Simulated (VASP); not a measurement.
Ba8Zn3O11, 22 atoms in the cell. The cell holds a disordered packing, 22 atoms: a = 7.537 Å, b = 7.670 Å, c = 7.304 Å, α = 94.70°, β = 87.83°, γ = 90.66°. 

* Program: VASP 6.6.1
* Task: single point
* Functional: PBE
* Potentials or basis: VASP PAW PBE potentials, release 64 (Ba_sv, O_h, Zn)
* Cutoff: 1000 eV
* k mesh: 1 × 1 × 1
* Occupations: fermi-dirac, width 0.293 eV
* Spin: no spin polarisation
* Dipole correction: no
* Further INCAR settings: LREAL = Auto; ALGO = Normal; EDIFF = 1e-06; NBANDS = 108; ISYM = 0

Potentials or basis: VASP PAW PBE potentials, release 64 (Ba_sv, O_h, Zn).

Launch:

```bash
$ cat potpaw_PBE.64/Ba_sv/POTCAR potpaw_PBE.64/O_h/POTCAR potpaw_PBE.64/Zn/POTCAR > POTCAR
$ mpirun -np 1 vasp_gam > vasp.out
```

Hardware: 1 thread of Intel(R) Xeon(R) 6975P-C (Granite Rapids) (shared host).

**Question.** Estimate the wall time of this run.

**Answer.** Run time: 2.7 min on 1 thread of Intel(R) Xeon(R) 6975P-C (Granite Rapids), with other jobs on the host, peak memory 0.95 GiB. Counts: scf iterations 21, k points 1.
